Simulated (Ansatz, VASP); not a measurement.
# One calculation of SiNi2, two programs

```
CELL_PARAMETERS angstrom
3.86846 0.00000 0.00000
-1.93423 3.35019 0.00000
0.00000 0.00000 4.91699
ATOMIC_POSITIONS crystal
Si 0.33333 0.66667 0.75000
Si 0.66667 0.33333 0.25000
Ni 0.00000 0.00000 0.01017
Ni 0.00000 0.00000 0.51017
Ni 0.33333 0.66667 0.26017
Ni 0.66667 0.33333 0.76017
```

Change from the starting cell: all Ni atoms moved -0.050 Å, as atom 3 towards its neighbour atom 4 (Ni) at 2.458 Å.

Alike in both runs: task single point; functional PBEsol; k mesh 12 × 12 × 10; occupations gaussian, width 0.15 eV; no spin polarisation.

```csv
,VASP,Ansatz
version,VASP 6.6.1,Ansatz 0.2.0
potentials or method,"VASP PAW PBE potentials, release 64 (Si, Ni), cutoff 520 eV","scalar-relativistic, plane waves, PAW"
valence electrons in the cell,48,80
```

```csv
,VASP,Ansatz,Ansatz less VASP
gap on the k mesh at the Fermi level (eV),none,none,-
pressure (GPa),0.4,0.1,-0.30
"traceless stress, the component that is largest in VASP (GPa)",0.07,0.23,+0.155
rms of the force components (eV/Å),0.057,0.055,-0.0018
```

VASP's potentials were made for PBE, not for PBEsol. Atom by atom the forces differ by 0.002 eV/Å (rms over components). A gap of «none» marks a metal or a gap that the smearing closes. VASP's potentials hold 48 valence electrons a cell and Ansatz's 80, so a difference there can come from the potentials and not from the codes.
